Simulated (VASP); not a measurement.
# In (P6_3/mmc) in VASP: density of states with PBE

Aim: the density of states of In with PBE.

Everything below comes from runs of VASP 6.6.1. Logs are shortened: lines on timing, memory, paths and dates and some standing lists are left out, and cuts for length are marked.

**1. The cell of the first run**

The structure is hexagonal, space group P6_3/mmc (No. 194). The conventional cell has a = 3.444 Å, b = 3.444 Å, c = 5.410 Å, α = 90.00°, β = 90.00°, γ = 120.00°. In (site symmetry -6m2) has 12 In at 3.36 to 3.44 Å within 4.4 Å.

**2. Density of states, PBE**

The input, POSCAR:

```
In
1.0
    3.4436155125      0.0000000000      0.0000000000
   -1.7218077562      2.9822585147      0.0000000000
    0.0000000000      0.0000000000      5.4101626312
In
2
Direct
    0.3333333333      0.6666666667      0.2500000000
    0.6666666667      0.3333333333      0.7500000000
```

The input, INCAR.step1:

```
ALGO = Normal
EDIFF = 1E-6
ENCUT = 520
GGA = PE
ISIF = 2
ISMEAR = -1
LASPH = True
LCHARG = True
LREAL = False
LWAVE = False
NBANDS = 20
NELM = 100
PREC = Accurate
SIGMA = 0.08
```

The input, KPOINTS.step1:

```
k-points
0
Gamma
  13 13 7
```

The input, INCAR.step2:

```
ALGO = Normal
EDIFF = 1E-6
ENCUT = 520
GGA = PE
ICHARG = 11
ISIF = 2
ISMEAR = -5
LASPH = True
LCHARG = False
LORBIT = 10
LREAL = False
LWAVE = False
NEDOS = 1001
NELM = 100
PREC = Accurate
SIGMA = 0.08
```

The input, KPOINTS.step2:

```
k-points
0
Gamma
  20 20 11
```

Potentials or basis: VASP PAW PBE potentials, release 64 (In_d).

Launch:

```bash
$ cat potpaw_PBE.64/In_d/POTCAR > POTCAR
$ cp INCAR.step1 INCAR
$ cp KPOINTS.step1 KPOINTS
$ mpirun -np 1 vasp_std > vasp.out
$ cp INCAR.step2 INCAR
$ cp KPOINTS.step2 KPOINTS
$ mpirun -np 1 vasp_std > vasp.out
```

OUTCAR:

```text
EDIFF = 1E-6
   ENCUT = 520
   GGA = PE
   ICHARG = 11
   ISIF = 2
   ISMEAR = -5
   LASPH = True
   LORBIT = 10
   LREAL = False
   NELM = 100
   PREC = Accurate

 ion  position               nearest neighbor table
   1  0.333  0.667  0.250-   2 3.36   2 3.36   2 3.36   2 3.36   2 3.36   2 3.36
   2  0.667  0.333  0.750-   1 3.36   1 3.36   1 3.36   1 3.36   1 3.36   1 3.36

  LATTYP: Found a hexagonal cell.
 ALAT       =     3.4436155125
 C/A-ratio  =     1.5710704669

  Lattice vectors:

 A1 = (   3.4436155125,   0.0000000000,   0.0000000000)
 A2 = (  -1.7218077562,   2.9822585147,   0.0000000000)
 A3 = (   0.0000000000,   0.0000000000,   5.4101626312)

Analysis of symmetry for initial positions (statically):
=====================================================================
 Subroutine PRICEL returns:
 Original cell was already a primitive cell.

 Routine SETGRP: Setting up the symmetry group for a
 hexagonal supercell.

 Subroutine GETGRP returns: Found 24 space group operations
 (whereof 12 operations were pure point group operations)
 out of a pool of 24 trial point group operations.

The static configuration has the point symmetry D_3d.
 The point group associated with its full space group is D_6h.

Analysis of symmetry for dynamics (positions and initial velocities):
=====================================================================
 Subroutine PRICEL returns:
 Original cell was already a primitive cell.

 Routine SETGRP: Setting up the symmetry group for a
 hexagonal supercell.

 Subroutine GETGRP returns: Found 24 space group operations
 (whereof 12 operations were pure point group operations)
 out of a pool of 24 trial point group operations.

The dynamic configuration has the point symmetry D_3d.
 The point group associated with its full space group is D_6h.

 Subroutine INISYM returns: Found 24 space group operations
 (whereof 12 operations are pure point group operations),
 and found     1 'primitive' translations

----------------------------------------------------------------------------------------

                                     Primitive cell

  volume of cell :      55.5610

  direct lattice vectors                    reciprocal lattice vectors
     3.443615513  0.000000000  0.000000000     0.290392466  0.167658168  0.000000000
    -1.721807756  2.982258515  0.000000000     0.000000000  0.335316337  0.000000000
     0.000000000  0.000000000  5.410162631     0.000000000  0.000000000  0.184837327

  length of vectors
     3.443615513  3.443615512  5.410162631     0.335316337  0.335316337  0.184837327

  position of ions in fractional coordinates (direct lattice)
     0.333333333  0.666666667  0.250000000
     0.666666667  0.333333333  0.750000000

  ion indices of the primitive-cell ions
   primitive index   ion index
                 1           1
                 2           2

----------------------------------------------------------------------------------------

 KPOINTS: k-points

Automatic generation of k-mesh.
 Grid dimensions read from file:
 generate k-points for:   20   20   11

 Generating k-lattice:

  Cartesian coordinates                     Fractional coordinates (reciprocal lattice)
     0.014519623  0.008382908  0.000000000     0.050000000  0.000000000  0.000000000
     0.000000000  0.016765817  0.000000000     0.000000000  0.050000000  0.000000000
     0.000000000  0.000000000  0.016803393     0.000000000  0.000000000  0.090909091

  Length of vectors
     0.016765817  0.016765817  0.016803393

  Shift w.r.t. Gamma in fractional coordinates (k-lattice)
     0.000000000  0.000000000  0.000000000

 TETIRR: Found   4310 inequivalent tetrahedra from    26400

 Subroutine IBZKPT returns following result:
 ===========================================

 Found    264 irreducible k-points:

 Following reciprocal coordinates:
            Coordinates               Weight
  0.000000  0.000000  0.000000      1.000000
  0.050000  0.000000  0.000000      6.000000
  0.100000  0.000000  0.000000      6.000000
  0.150000  0.000000  0.000000      6.000000
  0.200000  0.000000  0.000000      6.000000
  0.250000  0.000000  0.000000      6.000000
[... 16 lines left out ...]
  0.200000  0.100000  0.000000     12.000000
  0.250000  0.100000  0.000000     12.000000
 [... further k-points ...]
   k-points           NKPTS =    264   k-points in BZ     NKDIM =    264   number of bands    NBANDS=     17
   number of dos      NEDOS =   1001   number of ions     NIONS =      2
   total plane-waves  NPLWV =  31360
   dimension x,y,z NGX =    28 NGY =   28 NGZ =   40
   dimension x,y,z NGXF=    56 NGYF=   56 NGZF=   80
   ions per type =               2
   NGX,Y,Z   is equivalent  to a cutoff of  13.52, 13.52, 12.29 a.u.
   NGXF,Y,Z  is equivalent  to a cutoff of  27.03, 27.03, 24.58 a.u.
 SYSTEM =  unknown system
   PREC   = accura    normal or accurate (medium, high low for compatibility)
   ISTART =      0    job   : 0-new  1-cont  2-samecut
   ICHARG =     11    charge: 1-file 2-atom 10-const
   ISPIN  =      1    spin polarized calculation?
   LNONCOLLINEAR =      F non collinear calculations
   LSORBIT =      F    spin-orbit coupling
   LASPH  =      T    aspherical Exc in radial PAW
   ENCUT  =  520.0 eV  38.22 Ry    6.18 a.u.   6.40  6.40 10.06*2*pi/ulx,y,z
   NELM   =    100;   NELMIN=  2; NELMDL=  0     # of ELM steps
   EDIFF  = 0.1E-05   stopping-criterion for ELM
   LREAL  =      F    real-space projection
   EDIFFG = 0.1E-04   stopping-criterion for IOM
   NSW    =      0    number of steps for IOM
   IBRION =     -1    ionic relax: 0-MD 1-quasi-New 2-CG
   NFREE  =      0    steps in history (QN), initial steepest desc. (CG)
   ISIF   =      2    stress and relaxation
   ISYM   =      2    0-nonsym 1-usesym 2-fastsym
   POTIM  = 0.5000    time-step for ionic-motion
   TEBEG  =    0.0;   TEEND  =   0.0 temperature during run
   PSTRESS=    0.0 pullay stress
   NELECT =      26.0000    total number of electrons
   NUPDOWN=      -1.0000    fix difference up-down
   EMIN   =  10.00;   EMAX   =-10.00  energy-range for DOS
   EFERMI =   0.00;   METHOD = LEGACY
   ISMEAR =    -5;   SIGMA  =   0.08  broadening in eV -4-tet -1-fermi 0-gaus
   EFERMI_NEDOS =   21; number of points for ismear=-14 and -15
   IALGO  =     38    algorithm
   IMIX   =      4    mixing-type and parameters
     AMIX     =   0.40;   BMIX     =  1.00
     AMIX_MAG =   1.60;   BMIX_MAG =  1.00
  volume/ion in A,a.u.               =      27.78       187.47
  Fermi-wavevector in a.u.,A,eV,Ry     =   1.270991  2.401825 21.979103  1.615418
  Thomas-Fermi vector in A             =   2.403948
   LORBIT       =     10    0 simple, 1 ext, 2 COOP (PROOUT), +10 PAW based schemes
   GGA     = PE    functional components
   LHFCALC =     F    Hartree Fock is set to
   AEXX    =    0.0000 exact exchange contribution
   IVDW    =     0    specifies the selected vdW correction
   LEPSILON=     F    determine dielectric tensor
   LRPA    =     F    only Hartree local field effects (RPA)
 non-spin polarized calculation
 Fermi weights with tetrahedron method with Bloechl corrections
  energy-cutoff  :      520.00
  volume of cell :       55.56
 maximum number of plane-waves:      1519
 NGX is ok and might be reduce to    28

 number of electron      25.9999995 magnetization

 Free energy of the ion-electron system (eV)
  ---------------------------------------------------
  ext. energy  EPLUGINS =         0.00000000
  ---------------------------------------------------
  free energy    TOTEN  =        -5.10613103 eV

  energy without entropy =       -5.10613103  energy(sigma->0) =       -5.10613103

 E-fermi :   6.8964     XC(G=0):  -9.9706

 val. band max:        7.1252349296   @ k =   0.5000   0.0000   0.0000
 cond. band min:       6.7579968276   @ k =   0.2500   0.1500   0.0000
 fundamental gap:     -0.3672381020
 Fermi energy:         6.8963932292

 k-point     1 :       0.0000    0.0000    0.0000
  band No.  band energies     occupation
      1      -7.7609      2.00000
      2      -7.6872      2.00000
      3      -7.6857      2.00000
      4      -7.6857      2.00000
      5      -7.6583      2.00000
      6      -7.6583      2.00000
[... 9 lines left out ...]
     16      16.1810      0.00000
     17      16.1811      0.00000

 k-point     2 :       0.0500    0.0000    0.0000
  band No.  band energies     occupation
      1      -7.7586      2.00000
      2      -7.6996      2.00000
      3      -7.6802      2.00000
      4      -7.6717      2.00000
      5      -7.6573      2.00000
      6      -7.6530      2.00000
[... 9 lines left out ...]
     16      15.8130      0.00000
     17      16.4099      0.00000

 k-point     3 :       0.1000    0.0000    0.0000
  band No.  band energies     occupation
      1      -7.7558      2.00000
      2      -7.7092      2.00000
      3      -7.6641      2.00000
      4      -7.6587      2.00000
      5      -7.6502      2.00000
      6      -7.6501      2.00000
[... 9 lines left out ...]
     16      15.2152      0.00000
     17      16.7594      0.00000

 k-point     4 :       0.1500    0.0000    0.0000
  band No.  band energies     occupation
      1      -7.7629      2.00000
      2      -7.7074      2.00000
      3      -7.6638      2.00000
      4      -7.6597      2.00000
      5      -7.6558      2.00000
      6      -7.6390      2.00000
[... 9 lines left out ...]
     16      14.5366      0.00000
     17      16.3684      0.00000
[... 343 lines left out ...]
      1      -7.7604      2.00000
      2      -7.7269      2.00000
      3      -7.6919      2.00000
      4      -7.6756      2.00000
      5      -7.6379      2.00000
      6      -7.6087      2.00000
[... 9 lines left out ...]
     16      14.3103      0.00000
     17      15.2223      0.00000

 k-point    23 :       0.2000    0.1000    0.0000
  band No.  band energies     occupation
      1      -7.7803      2.00000
      2      -7.7154      2.00000
      3      -7.7138      2.00000
      4      -7.6858      2.00000
      5      -7.6323      2.00000
      6      -7.5813      2.00000
[... 9 lines left out ...]
     16      13.1098      0.00000
     17      14.1601      0.00000

 k-point    24 :       0.2500    0.1000    0.0000
  band No.  band energies     occupation
      1      -7.8005      2.00000
      2      -7.7402      2.00000
      3      -7.7026      2.00000
      4      -7.6950      2.00000
      5      -7.6230      2.00000
      6      -7.5523      2.00000
[... 9 lines left out ...]
     16      11.9113      0.00000
     17      13.0820      0.00000

 [... further k-points ...]
[... 5 lines left out ...]
  --------------------------------------------------------------------------------------
  -------------------------------------------------------------------------------------
  Total        0.0737483      0.0737483      0.3211503      0.0000000      0.0000000      0.0000000
  in kB        2.1266313      2.1266313      9.2608019      0.0000000      0.0000000      0.0000000
  external PRESSURE =       4.5046882 kB  Pullay stress =       0.0000000 kB

 VOLUME and BASIS-vectors are now :
 -----------------------------------------------------------------------------
  energy-cutoff  :      520.00
  volume of cell :       55.56
      direct lattice vectors                 reciprocal lattice vectors
     3.443615513  0.000000000  0.000000000     0.290392466  0.167658168  0.000000000
    -1.721807756  2.982258515  0.000000000     0.000000000  0.335316337  0.000000000
     0.000000000  0.000000000  5.410162631     0.000000000  0.000000000  0.184837327

 POSITION                                       TOTAL-FORCE (eV/Angst)
 -----------------------------------------------------------------------------------
     -0.00000      1.98817      1.35254         0.000000     -0.000000     -0.000000
      1.72181      0.99409      4.05762        -0.000000      0.000000      0.000000
 -----------------------------------------------------------------------------------
    total drift:                               -0.000000      0.000000      0.000000

  FREE ENERGIE OF THE ION-ELECTRON SYSTEM (eV)
  ---------------------------------------------------
  free  energy   TOTEN  =        -5.1061310292 eV

  energy  without entropy=       -5.1061310292  energy(sigma->0) =       -5.10613103

 total charge

# of ion       s       p       d       tot
------------------------------------------
    1        1.016   0.452   9.846  11.314
    2        1.016   0.452   9.846  11.314
--------------------------------------------------
tot          2.031   0.904  19.692  22.628
```

Wall time 76 s (1 thread of Intel Xeon 6975P-C (Granite Rapids), shared host); peak memory 0.32 GiB.

Results:

```
Valence electrons inside the program's atomic spheres : In 11.31
```

Levels at points of the mesh, in eV from the Fermi level:
```tsv
k point	band 11	band 12	band 13	band 14	band 15	band 16
(0.00, 0.00, 0.00)	-9.18	-3.92	-3.03	7.42	7.42	9.28
(0.50, 0.00, 0.00)	-4.97	-4.12	0.23	0.67	0.91	2.92
```

Caveat: spin-orbit coupling is left out, which moves the levels of the heavy elements; tetrahedron occupations give inexact forces and stress in metals.
